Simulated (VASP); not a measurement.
# Zn2CdS3 (I-4m2) in VASP: a series of runs

The runs below take Zn2CdS3 through single point, with PBE.

All numbers are computed with VASP 6.6.1; they aren't measurements. Logs are shortened: lines on timing, memory, paths and dates and some standing lists are left out, and cuts for length are marked.

### 1 The cell of the first run

It takes space group I-4m2 (No. 119, tetragonal). Conventional cell: a = 3.815 Å, b = 3.815 Å, c = 16.492 Å, α = 90.00°, β = 90.00°, γ = 90.00°. Within 3.0 Å of Zn (site symmetry 2mm) lie 4 S at 2.29 to 2.30 Å. Cd (site symmetry -4m2) has 4 S at 2.47 Å within 3.3 Å. S (site symmetry 2mm) has 2 Zn at 2.29 Å and 2 Cd at 2.47 Å within 3.0 Å. Within 3.0 Å of S (site symmetry -4m2) lie 4 Zn at 2.30 Å.

### 2 Single point, PBE (20.00 Å³/atom)

Input file INCAR:

```
SYSTEM = Zn2CdS3
ALGO = Normal
EDIFF = 1E-6
ENCUT = 520
GGA = PE
ISIF = 2
ISMEAR = 0
LASPH = .True.
LCHARG = .False.
LREAL = .False.
LWAVE = .False.
NBANDS = 36
NELM = 60
PREC = Accurate
SIGMA = 0.02
```

Input file KPOINTS:

```
k-points
0
Gamma
  10 10 10
  0 0 0
```

Input file POSCAR:

```
Zn2CdS3
1.0
   -1.9076000391      1.9076000391      8.2461044613
    1.9076000391     -1.9076000391      8.2461044613
    1.9076000391      1.9076000391     -8.2461044613
Zn Cd S
2 1 3
Direct
    0.6722062224      0.6722062224      0.0000000000
    0.3277937776      0.3277937776      0.0000000000
    0.0000000000      0.0000000000      0.0000000000
    0.5949730476      0.0949730476      0.5000000000
    0.2500000000      0.7500000000      0.5000000000
    0.9050269524      0.4050269524      0.5000000000
```

Potentials or basis: VASP PAW PBE potentials, release 64 (Zn, Cd, S).

Command:

```sh
$ cat potpaw_PBE.64/Zn/POTCAR potpaw_PBE.64/Cd/POTCAR potpaw_PBE.64/S/POTCAR > POTCAR
$ mpirun -np 1 vasp_std > vasp.out
```

OUTCAR:

```text
SYSTEM = Zn2CdS3
   EDIFF = 1E-6
   ENCUT = 520
   GGA = PE
   ISIF = 2
   ISMEAR = 0
   LASPH = .True.
   LREAL = .False.
   NELM = 60
   PREC = Accurate

 ion  position               nearest neighbor table
   1  0.672  0.672  0.000-   4 2.29   4 2.29   5 2.30   5 2.30
   2  0.328  0.328  0.000-   6 2.29   6 2.29   5 2.30   5 2.30
   3  0.000  0.000  0.000-   4 2.47   6 2.47   4 2.47   6 2.47
   4  0.595  0.095  0.500-   1 2.29   1 2.29   3 2.47   3 2.47
   5  0.250  0.750  0.500-   1 2.30   2 2.30   2 2.30   1 2.30
   6  0.905  0.405  0.500-   2 2.29   2 2.29   3 2.47   3 2.47

  LATTYP: Found a body centered tetragonal cell.
 ALAT       =     3.8152000782
 C/A-ratio  =     4.3227638353

  Lattice vectors:

 A1 = (  -1.9076000391,   1.9076000391,   8.2461044613)
 A2 = (   1.9076000391,  -1.9076000391,   8.2461044613)
 A3 = (   1.9076000391,   1.9076000391,  -8.2461044613)

Analysis of symmetry for initial positions (statically):
=====================================================================
 Subroutine PRICEL returns:
 Original cell was already a primitive cell.

 Routine SETGRP: Setting up the symmetry group for a
 body centered tetragonal supercell.

 Subroutine GETGRP returns: Found  8 space group operations
 (whereof  8 operations were pure point group operations)
 out of a pool of 16 trial point group operations.

The static configuration has the point symmetry D_2d.

Analysis of symmetry for dynamics (positions and initial velocities):
=====================================================================
 Subroutine PRICEL returns:
 Original cell was already a primitive cell.

 Routine SETGRP: Setting up the symmetry group for a
 body centered tetragonal supercell.

 Subroutine GETGRP returns: Found  8 space group operations
 (whereof  8 operations were pure point group operations)
 out of a pool of 16 trial point group operations.

The dynamic configuration has the point symmetry D_2d.

 Subroutine INISYM returns: Found  8 space group operations
 (whereof  8 operations are pure point group operations),
 and found     1 'primitive' translations

----------------------------------------------------------------------------------------

                                     Primitive cell

  volume of cell :     120.0282

  direct lattice vectors                    reciprocal lattice vectors
    -1.907600039  1.907600039  8.246104461     0.000000000  0.262109452  0.060634691
     1.907600039 -1.907600039  8.246104461     0.262109452  0.000000000  0.060634691
     1.907600039  1.907600039 -8.246104461     0.262109452  0.262109452  0.000000000

  length of vectors
     8.676180877  8.676180877  8.676180877     0.269031467  0.269031467  0.370678741

  position of ions in fractional coordinates (direct lattice)
     0.672206222  0.672206222  0.000000000
     0.327793778  0.327793778  0.000000000
     0.000000000  0.000000000  0.000000000
     0.594973048  0.094973048  0.500000000
     0.250000000  0.750000000  0.500000000
     0.905026952  0.405026952  0.500000000

  ion indices of the primitive-cell ions
   primitive index   ion index
                 1           1
                 2           2
                 3           3
                 4           4
                 5           5
                 6           6

----------------------------------------------------------------------------------------

 KPOINTS: k-points

Automatic generation of k-mesh.
 Grid dimensions read from file:
 generate k-points for:   10   10   10

 Generating k-lattice:

  Cartesian coordinates                     Fractional coordinates (reciprocal lattice)
     0.000000000  0.026210945  0.006063469     0.100000000 -0.000000000  0.000000000
     0.026210945  0.000000000  0.006063469    -0.000000000  0.100000000  0.000000000
     0.026210945  0.026210945  0.000000000     0.000000000  0.000000000  0.100000000

  Length of vectors
     0.026903147  0.026903147  0.037067874

  Shift w.r.t. Gamma in fractional coordinates (k-lattice)
     0.000000000  0.000000000  0.000000000

 Subroutine IBZKPT returns following result:
 ===========================================

 Found    102 irreducible k-points:

 Following reciprocal coordinates:
            Coordinates               Weight
  0.000000  0.000000  0.000000      1.000000
  0.100000 -0.000000  0.000000      8.000000
  0.200000 -0.000000  0.000000      8.000000
  0.300000 -0.000000  0.000000      8.000000
  0.400000  0.000000  0.000000      8.000000
  0.500000 -0.000000  0.000000      4.000000
[... 16 lines left out ...]
  0.300000  0.300000  0.000000      8.000000
  0.400000  0.300000 -0.000000     16.000000
 [... further k-points ...]
   k-points           NKPTS =    102   k-points in BZ     NKDIM =    102   number of bands    NBANDS=     36
   number of dos      NEDOS =    301   number of ions     NIONS =      6
   total plane-waves  NPLWV = 343000
   dimension x,y,z NGX =    70 NGY =   70 NGZ =   70
   dimension x,y,z NGXF=   140 NGYF=  140 NGZF=  140
   ions per type =               2   1   3
   NGX,Y,Z   is equivalent  to a cutoff of  13.41, 13.41, 13.41 a.u.
   NGXF,Y,Z  is equivalent  to a cutoff of  26.83, 26.83, 26.83 a.u.
 SYSTEM =  Zn2CdS3
   PREC   = accura    normal or accurate (medium, high low for compatibility)
   ISTART =      0    job   : 0-new  1-cont  2-samecut
   ICHARG =      2    charge: 1-file 2-atom 10-const
   ISPIN  =      1    spin polarized calculation?
   LNONCOLLINEAR =      F non collinear calculations
   LSORBIT =      F    spin-orbit coupling
   LASPH  =      T    aspherical Exc in radial PAW
   ENCUT  =  520.0 eV  38.22 Ry    6.18 a.u.  16.13 16.13 16.13*2*pi/ulx,y,z
   NELM   =     60;   NELMIN=  2; NELMDL= -5     # of ELM steps
   EDIFF  = 0.1E-05   stopping-criterion for ELM
   LREAL  =      F    real-space projection
   EDIFFG = 0.1E-04   stopping-criterion for IOM
   NSW    =      0    number of steps for IOM
   IBRION =     -1    ionic relax: 0-MD 1-quasi-New 2-CG
   NFREE  =      0    steps in history (QN), initial steepest desc. (CG)
   ISIF   =      2    stress and relaxation
   ISYM   =      2    0-nonsym 1-usesym 2-fastsym
   POTIM  = 0.5000    time-step for ionic-motion
   TEBEG  =    0.0;   TEEND  =   0.0 temperature during run
   PSTRESS=    0.0 pullay stress
   NELECT =      54.0000    total number of electrons
   NUPDOWN=      -1.0000    fix difference up-down
   EMIN   =  10.00;   EMAX   =-10.00  energy-range for DOS
   EFERMI =   0.00;   METHOD = LEGACY
   ISMEAR =     0;   SIGMA  =   0.02  broadening in eV -4-tet -1-fermi 0-gaus
   EFERMI_NEDOS =   21; number of points for ismear=-14 and -15
   IALGO  =     38    algorithm
   IMIX   =      4    mixing-type and parameters
     AMIX     =   0.40;   BMIX     =  1.00
     AMIX_MAG =   1.60;   BMIX_MAG =  1.00
  volume/ion in A,a.u.               =      20.00       135.00
  Fermi-wavevector in a.u.,A,eV,Ry     =   1.254426  2.370521 21.409906  1.573584
  Thomas-Fermi vector in A             =   2.388231
   LORBIT       =      0    0 simple, 1 ext, 2 COOP (PROOUT), +10 PAW based schemes
   GGA     = PE    functional components
   LHFCALC =     F    Hartree Fock is set to
   AEXX    =    0.0000 exact exchange contribution
   IVDW    =     0    specifies the selected vdW correction
   LEPSILON=     F    determine dielectric tensor
   LRPA    =     F    only Hartree local field effects (RPA)
 non-spin polarized calculation
 Gauss-broadening in eV      SIGMA  =   0.02
  energy-cutoff  :      520.00
  volume of cell :      120.03
 maximum number of plane-waves:      3254
 NGX is ok and might be reduce to    70

 number of electron      54.0000004 magnetization

 Free energy of the ion-electron system (eV)
  ---------------------------------------------------
  ext. energy  EPLUGINS =         0.00000000
  ---------------------------------------------------
  free energy    TOTEN  =       -19.49369009 eV

  energy without entropy =      -19.49369009  energy(sigma->0) =      -19.49369009

 E-fermi :   2.6369     XC(G=0):  -9.7829

 val. band max:        2.4857897790   @ k =   0.0000   0.0000   0.0000
 cond. band min:       4.3404437310   @ k =   0.0000   0.0000   0.0000
 fundamental gap:      1.8546539520
 Fermi energy:         2.6369464473

 k-point     1 :       0.0000    0.0000    0.0000
  band No.  band energies     occupation
      1     -10.9092      2.00000
      2     -10.1499      2.00000
      3      -9.9062      2.00000
      4      -5.4673      2.00000
      5      -5.4301      2.00000
      6      -5.4301      2.00000
[... 28 lines left out ...]
     35       8.9086      0.00000
     36      10.8099      0.00000

 k-point     2 :       0.1000   -0.0000    0.0000
  band No.  band energies     occupation
      1     -10.8572      2.00000
      2     -10.1406      2.00000
      3      -9.8872      2.00000
      4      -5.4670      2.00000
      5      -5.4266      2.00000
      6      -5.4002      2.00000
[... 28 lines left out ...]
     35       9.0960      0.00000
     36      10.4454      0.00000

 k-point     3 :       0.2000   -0.0000    0.0000
  band No.  band energies     occupation
      1     -10.7103      2.00000
      2     -10.1111      2.00000
      3      -9.8496      2.00000
      4      -5.4621      2.00000
      5      -5.4172      2.00000
      6      -5.3206      2.00000
[... 28 lines left out ...]
     35       9.4614      0.00000
     36       9.9676      0.00000

 k-point     4 :       0.3000   -0.0000    0.0000
  band No.  band energies     occupation
      1     -10.4956      2.00000
      2     -10.0670      2.00000
      3      -9.8353      2.00000
      4      -5.4429      2.00000
      5      -5.4054      2.00000
      6      -5.2307      2.00000
[... 28 lines left out ...]
     35       9.7318      0.00000
     36      10.1872      0.00000

 k-point     5 :       0.4000    0.0000    0.0000
  band No.  band energies     occupation
      1     -10.2585      2.00000
      2     -10.0293      2.00000
      3      -9.8812      2.00000
      4      -5.4140      2.00000
      5      -5.3956      2.00000
      6      -5.1723      2.00000
[... 655 lines left out ...]
 k-point    22 :      -0.2000    0.2000    0.0000
  band No.  band energies     occupation
      1     -10.5389      2.00000
      2     -10.0069      2.00000
      3      -9.8325      2.00000
      4      -5.4208      2.00000
      5      -5.4019      2.00000
      6      -5.2239      2.00000
[... 28 lines left out ...]
     35       9.4138      0.00000
     36      10.3152      0.00000

 k-point    23 :       0.3000    0.3000    0.0000
  band No.  band energies     occupation
      1     -10.1476      2.00000
      2      -9.9491      2.00000
      3      -9.7371      2.00000
      4      -5.3572      2.00000
      5      -5.3025      2.00000
      6      -5.2234      2.00000
[... 28 lines left out ...]
     35       9.9609      0.00000
     36      10.6200      0.00000

 k-point    24 :       0.4000    0.3000   -0.0000
  band No.  band energies     occupation
      1      -9.9750      2.00000
      2      -9.8758      2.00000
      3      -9.7537      2.00000
      4      -5.3142      2.00000
      5      -5.2686      2.00000
      6      -5.2443      2.00000
[... 28 lines left out ...]
     35      10.1331      0.00000
     36      10.9997      0.00000

 [... further k-points ...]

------------------------ aborting loop because EDIFF is reached ----------------------------------------

  FORCE on cell =-STRESS in cart. coord.  units (eV):
  Direction    XX          YY          ZZ          XY          YZ          ZX
  --------------------------------------------------------------------------------------
  -------------------------------------------------------------------------------------
  Total        5.7288450      5.7288450      5.8105782      0.0000000      0.0000000     -0.0000000
  in kB       76.4705452     76.4705452     77.5615476      0.0000000      0.0000000     -0.0000000
  external PRESSURE =      76.8342127 kB  Pullay stress =       0.0000000 kB

 VOLUME and BASIS-vectors are now :
 -----------------------------------------------------------------------------
  energy-cutoff  :      520.00
  volume of cell :      120.03
      direct lattice vectors                 reciprocal lattice vectors
    -1.907600039  1.907600039  8.246104461     0.000000000  0.262109452  0.060634691
     1.907600039 -1.907600039  8.246104461     0.262109452  0.000000000  0.060634691
     1.907600039  1.907600039 -8.246104461     0.262109452  0.262109452  0.000000000

 POSITION                                       TOTAL-FORCE (eV/Angst)
 -----------------------------------------------------------------------------------
      0.00000      0.00000     11.08617         0.000000     -0.000000     -0.002995
      0.00000      0.00000      5.40604         0.000000     -0.000000      0.002995
      0.00000      0.00000      0.00000         0.000000     -0.000000     -0.000000
      0.00000      1.90760      1.56632        -0.000000      0.000000      0.037288
      1.90760      0.00000      4.12305         0.000000     -0.000000     -0.000000
      0.00000      1.90760      6.67979        -0.000000      0.000000     -0.037288
 -----------------------------------------------------------------------------------
    total drift:                                0.000000     -0.000000     -0.000000

  FREE ENERGIE OF THE ION-ELECTRON SYSTEM (eV)
  ---------------------------------------------------
  free  energy   TOTEN  =       -19.4936900884 eV

  energy  without entropy=      -19.4936900884  energy(sigma->0) =      -19.49369009
```

It took 59 min on 1 thread of Oxide Virtual Turin-like, shared host; peak memory 0.87 GiB.

Results:

```yaml
Free_energy: -19.4937 eV
Pressure: 7.7 GPa
Largest_force: 0.037 eV/Å
Band_gap_on_the_k_mesh: 1.85 eV
```

Forces in eV/Å, atoms in the order of the input:
```
Zn   0.000  0.000 -0.003
Zn   0.000  0.000  0.003
Cd   0.000  0.000  0.000
S    0.000  0.000  0.037
S    0.000  0.000  0.000
S    0.000  0.000 -0.037
```

Stress tensor (GPa, compression positive):
```
7.65 0.00 0.00
0.00 7.65 0.00
0.00 0.00 7.76
```

Levels at points of the mesh, in eV from the valence-band top:
```
           k point  band 24  band 25  band 26  band 27  band 28  band 29  band 30  band 31
(0.00, 0.00, 0.00)    -1.64    -0.15     0.00     0.00     1.85     3.65     4.02     4.23
(0.50, 0.00, 0.00)    -1.14    -1.13    -0.97    -0.62     3.18     4.28     4.36     5.95
(0.50, 0.50, 0.00)    -2.76    -2.65    -2.37    -2.34     3.26     4.06     4.58     4.78
(0.50, 0.50, 0.50)    -0.87    -0.87    -0.53    -0.53     3.27     3.39     3.84     4.09
```

Caveat: the cell stands under pressure. A k mesh can miss the band edges.

### 3 Single point, PBE

This run uses another cell than the first one: it holds 12 atoms, not 6.

Input file INCAR:

```
SYSTEM = Zn2CdS3
PREC = Accurate ; ENCUT = 520
EDIFF = 1E-7 ; ISMEAR = 0
SIGMA = 0.1 ; LREAL = .False.
LASPH = .True. ; NELM = 60
ALGO = Normal ; ISIF = 2
LWAVE = .False. ; LCHARG = .False.
GGA = PE ; NBANDS = 66
```

Input file KPOINTS:

```
Automatic mesh
0
Gamma
  4 4 4
  0 0 0
```

Input file POSCAR:

```
Zn2CdS3
1.0
   -3.9443626520      3.9443626520      0.0000000000
    3.9443626520      3.9443626520      0.0000000000
    1.9721813260     -1.9721813260     -8.4779021662
Zn Cd S
4 2 6
Direct
    0.3279832458      1.0000000000      0.6559664916
    0.8279832458      0.5000000000      0.6559664916
    0.6720167542      1.0000000000      0.3440335084
    0.1720167542      0.5000000000      0.3440335084
    0.0000000000      0.0000000000      0.0000000000
    0.5000000000      0.5000000000      0.0000000000
    0.1553844305      0.2500000000      0.8107688610
    0.6553844305      0.7500000000      0.8107688610
    0.5000000000      0.2500000000      0.5000000000
    0.0000000000      0.7500000000      0.5000000000
    0.8446155695      0.2500000000      0.1892311390
    0.3446155695      0.7500000000      0.1892311390
```

Potentials or basis: VASP PAW PBE potentials, release 64 (Zn, Cd, S).

Command:

```sh
$ cat potpaw_PBE.64/Zn/POTCAR potpaw_PBE.64/Cd/POTCAR potpaw_PBE.64/S/POTCAR > POTCAR
$ mpirun -np 1 vasp_std > vasp.out
```

Wall time 10 min (1 thread of Oxide Virtual Turin-like, shared host); peak memory 0.5 GiB.

It converged, with:

- Free energy: -39.5279 eV
- Pressure: 0.2 GPa
- Largest force: 0.022 eV/Å
- Band gap on the k mesh: 1.54 eV

Forces in eV/Å, atoms in the order of the input:
```
Zn   0.000  0.000  0.004
Zn   0.000  0.000  0.004
Zn   0.000  0.000 -0.004
Zn   0.000  0.000 -0.004
Cd   0.000  0.000  0.000
Cd   0.000  0.000  0.000
S    0.000  0.000  0.022
S    0.000  0.000  0.022
S    0.000  0.000  0.000
S    0.000  0.000  0.000
S    0.000  0.000 -0.022
S    0.000  0.000 -0.022
```

Levels at points of the mesh, in eV from the valence-band top:
```csv
k point,band 51,band 52,band 53,band 54,band 55,band 56,band 57,band 58
"(0.00, 0.00, 0.00)",-1.40,-0.11,0.00,0.00,1.54,3.47,3.85,4.02
"(0.50, 0.00, 0.00)",-1.02,-1.02,-0.74,-0.74,3.90,3.90,4.66,4.66
"(0.00, 0.50, 0.00)",-1.13,-1.13,-0.99,-0.99,3.80,3.80,4.63,4.63
"(0.50, 0.50, 0.00)",-0.81,-0.81,-0.52,-0.52,3.04,3.04,4.05,4.05
"(0.00, 0.00, 0.50)",-0.75,-0.75,-0.44,-0.44,3.11,3.21,3.47,3.68
"(0.00, 0.50, 0.50)",-0.88,-0.88,-0.61,-0.61,4.00,4.00,4.62,4.62
```
